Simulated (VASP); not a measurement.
A run of VASP 6.6.1:

Contents of INCAR:

```
SYSTEM = MgO
PREC     = Accurate       ! precision mode
ENCUT    = 520            ! plane-wave cutoff, eV
EDIFF    = 1E-8           ! SCF threshold, eV
ISMEAR   = 0              ! smearing method
SIGMA    = 0.01           ! smearing width, eV
LREAL    = .FALSE.        ! projectors in reciprocal space
LASPH    = .TRUE.         ! aspherical terms in the spheres
NELM     = 120            ! most SCF steps
ALGO     = Normal         ! electronic algorithm
ISIF     = 2              ! what is computed and relaxed
LWAVE    = .FALSE.        ! write WAVECAR
LCHARG   = .FALSE.        ! write CHGCAR
GGA      = PS             ! functional
LEPSILON = .TRUE.         ! dielectric tensor by DFPT
GGA_COMPAT= .FALSE.
```

KPOINTS

```
regular mesh
0
G
  9 9 9
  0 0 0
```

Contents of POSCAR:

```
MgO
1.0
    0.0000000000      2.1085000000      2.1085000000
    2.1085000000      0.0000000000      2.1085000000
    2.1085000000      2.1085000000      0.0000000000
Mg O
1 1
Direct
    0.0000000000      0.0000000000      0.0000000000
    0.5000000000      0.5000000000      0.5000000000
```

Potentials or basis: VASP PAW PBE potentials, release 64 (Mg, O).

Launch:

```console
$ cat potpaw_PBE.64/Mg/POTCAR potpaw_PBE.64/O/POTCAR > POTCAR
$ mpirun -np 1 vasp_std > vasp.out
```

Hardware: 1 thread of Intel(R) Xeon(R) 6975P-C (Granite Rapids), on a shared host.

**Question.** Estimate the wall time of this run.

**Answer.** Wall time 47 s on 1 thread of Intel(R) Xeon(R) 6975P-C (Granite Rapids), with other jobs on the host, peak memory 0.17 GiB. Counts: scf iterations 76, k points 35.
